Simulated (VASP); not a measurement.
# Ga (Cmcm) in VASP: a series of runs

Aim: see how the results for Ga move with the level of theory and the settings. Levels: PBEsol, r2SCAN. Tasks: relaxation of shape and atoms at fixed volume, single point.

Everything below comes from runs of VASP 6.6.1. Logs are shortened: lines on timing, memory, paths and dates and some standing lists are left out, and cuts for length are marked.

## 1. The cell of the first run

It takes space group Cmcm (No. 63, orthorhombic). The conventional cell has a = 2.755 Å, b = 7.998 Å, c = 3.328 Å, α = 90.00°, β = 90.00°, γ = 90.00°. Within 3.6 Å of Ga (site symmetry m2m) lie 10 Ga at 2.71 to 3.33 Å.

## 2. Relaxation of shape and atoms at fixed volume, PBEsol (18.33 Å³/atom)

INCAR reads:

```
SYSTEM = Ga
PREC = Accurate
ENCUT = 600
EDIFF = 1E-6
ISMEAR = -1
SIGMA = 0.15
LREAL = .FALSE.
LASPH = .TRUE.
NELM = 60
ALGO = Fast
ISIF = 4
LWAVE = .FALSE.
LCHARG = .FALSE.
GGA = PS
IBRION = 2
NSW = 80
EDIFFG = -0.001
```

KPOINTS reads:

```
regular mesh
0
G
  16 16 14
  0 0 0
```

POSCAR reads:

```
Ga
1.0
    1.3776251505     -3.9987909746      0.0000000000
    1.3776251505      3.9987909746      0.0000000000
    0.0000000000      0.0000000000      3.3276259575
Ga
2
Direct
    0.8662816437      0.1337183563      0.2500000000
    0.1337183563      0.8662816437      0.7500000000
```

Potentials or basis: VASP PAW PBE potentials, release 64 (Ga_d).

Run with:

```console
> cat potpaw_PBE.64/Ga_d/POTCAR > POTCAR
> mpirun -np 1 vasp_std > vasp.out
```

OUTCAR:

```text
SYSTEM = Ga
   PREC = Accurate
   ENCUT = 600
   EDIFF = 1E-6
   ISMEAR = -1
   LREAL = .FALSE.
   LASPH = .TRUE.
   NELM = 60
   ISIF = 4
   GGA = PS
   IBRION = 2
   NSW = 80
   EDIFFG = -0.001

 ion  position               nearest neighbor table
   1  0.866  0.134  0.250-   2 2.71   2 2.71   2 2.85   2 2.85   2 2.85   2 2.85
   2  0.134  0.866  0.750-   1 2.71   1 2.71   1 2.85   1 2.85   1 2.85   1 2.85

  LATTYP: Found a base centered orthorhombic cell.
 ALAT       =     2.7552503010
 B/A-ratio  =     2.9026698396
 C/A-ratio  =     1.2077399851

  Lattice vectors:

 A1 = (   1.3776251505,  -3.9987909746,   0.0000000000)
 A2 = (   1.3776251505,   3.9987909746,   0.0000000000)
 A3 = (   0.0000000000,   0.0000000000,   3.3276259575)

Analysis of symmetry for initial positions (statically):
=====================================================================
 Subroutine PRICEL returns:
 Original cell was already a primitive cell.

 Routine SETGRP: Setting up the symmetry group for a
 base centered orthorhombic supercell.

 Subroutine GETGRP returns: Found  8 space group operations
 (whereof  4 operations were pure point group operations)
 out of a pool of  8 trial point group operations.

The static configuration has the point symmetry C_2h.
 The point group associated with its full space group is D_2h.

Analysis of symmetry for dynamics (positions and initial velocities):
=====================================================================
 Subroutine PRICEL returns:
 Original cell was already a primitive cell.

 Routine SETGRP: Setting up the symmetry group for a
 base centered orthorhombic supercell.

 Subroutine GETGRP returns: Found  8 space group operations
 (whereof  4 operations were pure point group operations)
 out of a pool of  8 trial point group operations.

The dynamic configuration has the point symmetry C_2h.
 The point group associated with its full space group is D_2h.

 Subroutine INISYM returns: Found  8 space group operations
 (whereof  4 operations are pure point group operations),
 and found     1 'primitive' translations

----------------------------------------------------------------------------------------

                                     Primitive cell

  volume of cell :      36.6627

  direct lattice vectors                    reciprocal lattice vectors
     1.377625150 -3.998790975  0.000000000     0.362943432 -0.125037793  0.000000000
     1.377625150  3.998790975  0.000000000     0.362943432  0.125037793  0.000000000
     0.000000000  0.000000000  3.327625958     0.000000000  0.000000000  0.300514545

  length of vectors
     4.229442081  4.229442081  3.327625958     0.383878086  0.383878086  0.300514545

  position of ions in fractional coordinates (direct lattice)
     0.866281644  0.133718356  0.250000000
     0.133718356  0.866281644  0.750000000

  ion indices of the primitive-cell ions
   primitive index   ion index
                 1           1
                 2           2

----------------------------------------------------------------------------------------

 KPOINTS: regular mesh

Automatic generation of k-mesh.
 Grid dimensions read from file:
 generate k-points for:   16   16   14

 Generating k-lattice:

  Cartesian coordinates                     Fractional coordinates (reciprocal lattice)
     0.022683964 -0.007814862  0.000000000     0.062500000  0.000000000  0.000000000
     0.022683964  0.007814862  0.000000000     0.000000000  0.062500000  0.000000000
     0.000000000  0.000000000  0.021465325     0.000000000  0.000000000  0.071428571

  Length of vectors
     0.023992380  0.023992380  0.021465325

  Shift w.r.t. Gamma in fractional coordinates (k-lattice)
     0.000000000  0.000000000  0.000000000

 Subroutine IBZKPT returns following result:
 ===========================================

 Found    584 irreducible k-points:

 Following reciprocal coordinates:
            Coordinates               Weight
  0.000000  0.000000  0.000000      1.000000
  0.062500  0.000000  0.000000      4.000000
  0.125000  0.000000  0.000000      4.000000
  0.187500  0.000000  0.000000      4.000000
  0.250000  0.000000  0.000000      4.000000
  0.312500 -0.000000  0.000000      4.000000
[... 16 lines left out ...]
 -0.125000  0.062500  0.000000      4.000000
 -0.062500  0.062500  0.000000      2.000000
 [... further k-points ...]
   k-points           NKPTS =    584   k-points in BZ     NKDIM =    584   number of bands    NBANDS=     17
   number of dos      NEDOS =    301   number of ions     NIONS =      2
   total plane-waves  NPLWV =  36288
   dimension x,y,z NGX =    36 NGY =   36 NGZ =   28
   dimension x,y,z NGXF=    72 NGYF=   72 NGZF=   56
   ions per type =               2
   NGX,Y,Z   is equivalent  to a cutoff of  14.15, 14.15, 13.99 a.u.
   NGXF,Y,Z  is equivalent  to a cutoff of  28.30, 28.30, 27.98 a.u.
 SYSTEM =  Ga
   PREC   = accura    normal or accurate (medium, high low for compatibility)
   ISTART =      0    job   : 0-new  1-cont  2-samecut
   ICHARG =      2    charge: 1-file 2-atom 10-const
   ISPIN  =      1    spin polarized calculation?
   LNONCOLLINEAR =      F non collinear calculations
   LSORBIT =      F    spin-orbit coupling
   LASPH  =      T    aspherical Exc in radial PAW
   ENCUT  =  600.0 eV  44.10 Ry    6.64 a.u.   8.45  8.45  6.65*2*pi/ulx,y,z
   NELM   =     60;   NELMIN=  2; NELMDL= -5     # of ELM steps
   EDIFF  = 0.1E-05   stopping-criterion for ELM
   LREAL  =      F    real-space projection
   EDIFFG = -.1E-02   stopping-criterion for IOM
   NSW    =     80    number of steps for IOM
   IBRION =      2    ionic relax: 0-MD 1-quasi-New 2-CG
   NFREE  =      1    steps in history (QN), initial steepest desc. (CG)
   ISIF   =      4    stress and relaxation
   ISYM   =      2    0-nonsym 1-usesym 2-fastsym
   POTIM  = 0.5000    time-step for ionic-motion
   TEBEG  =    0.0;   TEEND  =   0.0 temperature during run
   PSTRESS=    0.0 pullay stress
   NELECT =      26.0000    total number of electrons
   NUPDOWN=      -1.0000    fix difference up-down
   EMIN   =  10.00;   EMAX   =-10.00  energy-range for DOS
   EFERMI =   0.00;   METHOD = LEGACY
   ISMEAR =    -1;   SIGMA  =   0.15  broadening in eV -4-tet -1-fermi 0-gaus
   EFERMI_NEDOS =   21; number of points for ismear=-14 and -15
   IALGO  =     68    algorithm
   IMIX   =      4    mixing-type and parameters
     AMIX     =   0.40;   BMIX     =  1.00
     AMIX_MAG =   1.60;   BMIX_MAG =  1.00
  volume/ion in A,a.u.               =      18.33       123.71
  Fermi-wavevector in a.u.,A,eV,Ry     =   1.459905  2.758820 28.998395  2.131322
  Thomas-Fermi vector in A             =   2.576417
   LORBIT       =      0    0 simple, 1 ext, 2 COOP (PROOUT), +10 PAW based schemes
   GGA     = PS    functional components
   LHFCALC =     F    Hartree Fock is set to
   AEXX    =    0.0000 exact exchange contribution
   IVDW    =     0    specifies the selected vdW correction
   LEPSILON=     F    determine dielectric tensor
   LRPA    =     F    only Hartree local field effects (RPA)
 conjugate gradient relaxation of ions
 non-spin polarized calculation
 RMM-DIIS sequential band-by-band and
  energy-cutoff  :      600.00
  volume of cell :       36.66
 maximum number of plane-waves:      1250
 NGX is ok and might be reduce to    36
   NGX = 17   NGY = 17   NGZ = 13

--------------------------------------- Ionic step        1  -------------------------------------------

 number of electron      26.0000007 magnetization

 Free energy of the ion-electron system (eV)
  ---------------------------------------------------
  ext. energy  EPLUGINS =         0.00000000
  ---------------------------------------------------
  free energy    TOTEN  =        -6.70811114 eV

  energy without entropy =       -6.65665202  energy(sigma->0) =       -6.68238158

------------------------ aborting loop because EDIFF is reached ----------------------------------------

  FORCE on cell =-STRESS in cart. coord.  units (eV):
  Direction    XX          YY          ZZ          XY          YZ          ZX
  --------------------------------------------------------------------------------------
  -------------------------------------------------------------------------------------
  Total       -0.2592323     -0.2677083     -0.2576661      0.0000000     -0.0000000      0.0000000
  in kB      -11.3285791    -11.6989825    -11.2601367      0.0000000     -0.0000000      0.0000000
  external PRESSURE =     -11.4292328 kB  Pullay stress =       0.0000000 kB
[... 273 lines left out ...]
  energy  without entropy=       -6.6566863732  energy(sigma->0) =       -6.68240105

--------------------------------------- Ionic step        9  -------------------------------------------

 number of electron      26.0000007 magnetization

 Free energy of the ion-electron system (eV)
  ---------------------------------------------------
  ext. energy  EPLUGINS =         0.00000000
  ---------------------------------------------------
  free energy    TOTEN  =        -6.70811576 eV

  energy without entropy =       -6.65668536  energy(sigma->0) =       -6.68240056

 E-fermi :   5.6407     XC(G=0): -11.2534

 val. band max:        5.6387634097   @ k =   0.1875   0.1250   0.2143
 cond. band min:       5.6461192911   @ k =  -0.2500   0.0625   0.5000
 fundamental gap:      0.0073558815
 Fermi energy:         5.6406751353

 k-point     1 :       0.0000    0.0000    0.0000
  band No.  band energies     occupation
      1      -9.5034      2.00000
      2      -9.5008      2.00000
      3      -9.4494      2.00000
      4      -9.4443      2.00000
      5      -9.1621      2.00000
      6      -9.1618      2.00000
[... 9 lines left out ...]
     16      15.2100      0.00000
     17      15.9003      0.00000
[... 443 lines left out ...]
      1      -9.5054      2.00000
      2      -9.4963      2.00000
      3      -9.4602      2.00000
      4      -9.4273      2.00000
      5      -9.1691      2.00000
      6      -9.1649      2.00000
[... 9 lines left out ...]
     16      14.9576      0.00000
     17      15.5412      0.00000

 [... further k-points ...]

------------------------ aborting loop because EDIFF is reached ----------------------------------------

  FORCE on cell =-STRESS in cart. coord.  units (eV):
  Direction    XX          YY          ZZ          XY          YZ          ZX
  --------------------------------------------------------------------------------------
  -------------------------------------------------------------------------------------
  Total       -0.2528890     -0.2531051     -0.2519841      0.0000000      0.0000000      0.0000000
  in kB      -11.0513718    -11.0608166    -11.0118269      0.0000000      0.0000000      0.0000000
  external PRESSURE =     -11.0413385 kB  Pullay stress =       0.0000000 kB
[... 17 lines left out ...]
  FREE ENERGIE OF THE ION-ELECTRON SYSTEM (eV)
  ---------------------------------------------------
  free  energy   TOTEN  =        -6.7081157584 eV

  energy  without entropy=       -6.6566853576  energy(sigma->0) =       -6.68240056

 reached required accuracy - stopping structural energy minimisation
```

It took 28 min on 1 thread of Intel Xeon 8259CL, shared host; peak memory 0.5 GiB.

Results:

- Free energy: -6.7081 eV
- Energy gained by relaxing: 0.0 meV/atom
- Ionic steps: 9
- Pressure after relaxing: -1.1 GPa
- Band gap on the k mesh: zero (bands 13 and 14 overlap by 8.54 eV)

Final structure:
```yaml
crystal:
  lattice:
    - [1.37784, -3.99710, 0.00000]
    - [1.37784, 3.99710, 0.00000]
    - [0.00000, 0.00000, 3.32851]
  atoms:
    - { symbol: Ga, position: [0.86620, 0.13380, 0.25000] }
    - { symbol: Ga, position: [0.13380, 0.86620, 0.75000] }
```

Levels at points of the mesh, in eV from the Fermi level:
```
           k point  band 11  band 12  band 13  band 14  band 15  band 16
(0.00, 0.00, 0.00)   -11.37    -2.08    -1.57     1.50     5.31     9.57
(0.50, 0.00, 0.00)    -6.09    -5.18    -1.42     0.09     5.99     6.53
(0.50, 0.50, 0.00)    -9.33    -8.55     3.76     4.67     5.76     6.02
(0.00, 0.00, 0.50)    -7.91    -7.91     1.65     1.65     2.55     2.55
(0.50, 0.00, 0.50)    -2.85    -2.85    -1.74    -1.74     2.04     2.04
(0.50, 0.50, 0.50)    -6.12    -6.12    -4.45    -4.45    10.96    10.96
```

Caveat: the PAW data sets were made with another functional, which shifts forces and pressure a little.

(Part 1 of 2 ends here.)
